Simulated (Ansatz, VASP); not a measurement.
## One calculation of BP, two programs

File INCAR:

```
SYSTEM = BP
ALGO     = Normal         ! electronic algorithm
EDIFF    = 1E-6           ! SCF threshold, eV
ENCUT    = 500            ! plane-wave cutoff, eV
GGA      = PE             ! functional
GGA_COMPAT= .FALSE.      
ISIF     = 2              ! what is computed and relaxed
ISMEAR   = -1             ! smearing method
LASPH    = .TRUE.         ! aspherical terms in the spheres
LCHARG   = .FALSE.        ! write CHGCAR
LREAL    = Auto         
LWAVE    = .FALSE.        ! write WAVECAR
NBANDS   = 86             ! bands
NELM     = 120            ! most SCF steps
PREC     = Accurate       ! precision mode
SIGMA    = 0.01           ! smearing width, eV
```

The input KPOINTS:

```
k-points
0
G
  1 1 1
  0 0 0
```

POSCAR

```
BP
1.0
   -4.5480984000      4.5480984000     -4.5480984000
    4.5480984000      4.5480984000      4.5480984000
    4.5480984000     -4.5480984000     -4.5480984000
B P
16 16
Direct
    0.0000000000      0.0000000000      0.0000000000
    0.0000000000      0.2500000000      0.7500000000
    0.0000000000      0.5000000000      0.5000000000
    0.0000000000      0.7500000000      0.2500000000
    0.2500000000      0.0000000000      0.7500000000
    0.2500000000      0.2500000000      0.5000000000
    0.2500000000      0.5000000000      0.2500000000
    0.2500000000      0.7500000000      0.0000000000
    0.5000000000      0.0000000000      0.5000000000
    0.5000000000      0.2500000000      0.2500000000
    0.5000000000      0.5000000000      0.0000000000
    0.5000000000      0.7500000000      0.7500000000
    0.7500000000      0.0000000000      0.2500000000
    0.7500000000      0.2500000000      0.0000000000
    0.7500000000      0.5000000000      0.7500000000
    0.7500000000      0.7500000000      0.5000000000
    0.0000000000      0.0000000000      0.7500000000
    0.0000000000      0.2500000000      0.5000000000
    0.0000000000      0.5000000000      0.2500000000
    0.0000000000      0.7500000000      0.0000000000
    0.2500000000      0.0000000000      0.5000000000
    0.2500000000      0.2500000000      0.2500000000
    0.2500000000      0.5000000000      0.0000000000
    0.2500000000      0.7500000000      0.7500000000
    0.5000000000      0.0000000000      0.2500000000
    0.5000000000      0.2500000000      0.0000000000
    0.5000000000      0.5000000000      0.7500000000
    0.5000000000      0.7500000000      0.5000000000
    0.7500000000      0.0000000000      0.0000000000
    0.7500000000      0.2500000000      0.7500000000
    0.7500000000      0.5000000000      0.5000000000
    0.7500000000      0.7500000000      0.2500000000
```

Input for Ansatz:

```yaml
crystal:
  lattice:
    - [-4.5480984, 4.5480984, -4.5480984]
    - [4.5480984, 4.5480984, 4.5480984]
    - [4.5480984, -4.5480984, -4.5480984]
  atoms:
    - { symbol: B, position: [0.0, 0.0, 0.0] }
    - { symbol: B, position: [0.0, 0.25, 0.75] }
    - { symbol: B, position: [0.0, 0.5, 0.5] }
    - { symbol: B, position: [0.0, 0.75, 0.25] }
    - { symbol: B, position: [0.25, 0.0, 0.75] }
    - { symbol: B, position: [0.25, 0.25, 0.5] }
    - { symbol: B, position: [0.25, 0.5, 0.25] }
    - { symbol: B, position: [0.25, 0.75, 0.0] }
    - { symbol: B, position: [0.5, 0.0, 0.5] }
    - { symbol: B, position: [0.5, 0.25, 0.25] }
    - { symbol: B, position: [0.5, 0.5, 0.0] }
    - { symbol: B, position: [0.5, 0.75, 0.75] }
    - { symbol: B, position: [0.75, 0.0, 0.25] }
    - { symbol: B, position: [0.75, 0.25, 0.0] }
    - { symbol: B, position: [0.75, 0.5, 0.75] }
    - { symbol: B, position: [0.75, 0.75, 0.5] }
    - { symbol: P, position: [0.0, 0.0, 0.75] }
    - { symbol: P, position: [0.0, 0.25, 0.5] }
    - { symbol: P, position: [0.0, 0.5, 0.25] }
    - { symbol: P, position: [0.0, 0.75, 0.0] }
    - { symbol: P, position: [0.25, 0.0, 0.5] }
    - { symbol: P, position: [0.25, 0.25, 0.25] }
    - { symbol: P, position: [0.25, 0.5, 0.0] }
    - { symbol: P, position: [0.25, 0.75, 0.75] }
    - { symbol: P, position: [0.5, 0.0, 0.25] }
    - { symbol: P, position: [0.5, 0.25, 0.0] }
    - { symbol: P, position: [0.5, 0.5, 0.75] }
    - { symbol: P, position: [0.5, 0.75, 0.5] }
    - { symbol: P, position: [0.75, 0.0, 0.0] }
    - { symbol: P, position: [0.75, 0.25, 0.75] }
    - { symbol: P, position: [0.75, 0.5, 0.5] }
    - { symbol: P, position: [0.75, 0.75, 0.25] }
basis:
  ecutwfc: 420.0
  ecutrho_ratio: 4
  xc_grid: 2
  fft_grid_basis: typed
  precision: f64
kpoints:
  mp_grid: { grid: [1, 1, 1] }
hamiltonian:
  pseudopotentials: { kind: paw, azcp: { folder: soft_1 } }
scf:
  max_iter: 100
  self_checks: high
  occupations: { method: fermi_dirac, width: 0.01 }
output:
  forces: true
checkpoint:
  write: "../host.s3.run"
  compress: false
  write_wavefunctions: true
  write_every: 100000
```

Alike in both runs: task single point; functional PBE; k mesh 1 × 1 × 1; occupations fermi-dirac, width 0.01 eV; no spin polarisation.

|  | VASP | Ansatz |
| --- | --- | --- |
| version | VASP 6.6.1 | Ansatz 0.2.0 |
| potentials or method | VASP PAW PBE potentials, release 64 (B, P), cutoff 500 eV | plane-wave PAW DFT |
| valence electrons in the cell | 128 | 128 |

|  | VASP | Ansatz | Ansatz less VASP |
| --- | --- | --- | --- |
| gap on the k mesh at the Fermi level (eV) | 1.30 | 1.31 | +0.005 |

The functional is the same, so the differences come from potentials, cutoffs and numerics.

The k mesh is coarse, so the values compare programs but aren't converged.
